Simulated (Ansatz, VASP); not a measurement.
# Two plane-wave programs on InP

INCAR

```
SYSTEM = InP
PREC = Accurate
ENCUT = 520
EDIFF = 1E-6
ISMEAR = 0
SIGMA = 0.05
LREAL = .False.
LASPH = .True.
NELM = 100
ALGO = Normal
ISIF = 2
LWAVE = .False.
LCHARG = .True.
GGA = PE
LELF = .True.
LVHAR = .True.
NBANDS = 16
```

Contents of KPOINTS:

```
Automatic mesh
0
Gamma
  12 12 12
  0 0 0
```

Contents of POSCAR:

```
InP
1.0
    0.0000000000      3.3451436947      2.3650165921
    3.3451436947      0.0000000000      2.3650165921
    3.3451436947      3.3451436947      0.0000000000
In P
1 1
Direct
    0.0000000000      0.0000000000      0.0000000000
    0.7500000000      0.7500000000      0.7500000000
```

Input for Ansatz:

```yaml
crystal:
  lattice:
    - [0.0, 3.3451436947, 2.3650165921]
    - [3.3451436947, 0.0, 2.3650165921]
    - [3.3451436947, 3.3451436947, 0.0]
  atoms:
    - { symbol: In, position: [0.0, 0.0, 0.0] }
    - { symbol: P, position: [0.75, 0.75, 0.75] }
basis:
  ecutwfc: 420
kpoints:
  mp_grid: { grid: [12, 12, 12] }
hamiltonian:
  xc: pbe
scf:
  occupations: { method: gaussian, width: 0.05 }
output:
  forces: true
  stress: true
  eigenvalues: true
```

Alike in both runs: task single point; functional PBE; k mesh 12 × 12 × 12; occupations gaussian, width 0.05 eV; no spin polarisation.

|  | VASP | Ansatz |
| --- | --- | --- |
| version | VASP 6.6.1 | Ansatz 0.2.0 |
| potentials or method | VASP PAW PBE potentials, release 64 (In_d, P), cutoff 520 eV | scalar-relativistic, plane waves, PAW |
| valence electrons in the cell | 18 | 18 |

```csv
,VASP,Ansatz,Ansatz less VASP
gap on the k mesh at the Fermi level (eV),none,none,-
pressure (GPa),-2.5,-2.5,+0.04
"traceless stress, the component that is largest in VASP (GPa)",5.12,5.12,-0.003
```

A gap of «none» marks a metal or a gap that the smearing closes. With one functional, cell and mesh, what is left measures potentials, basis and numerics.
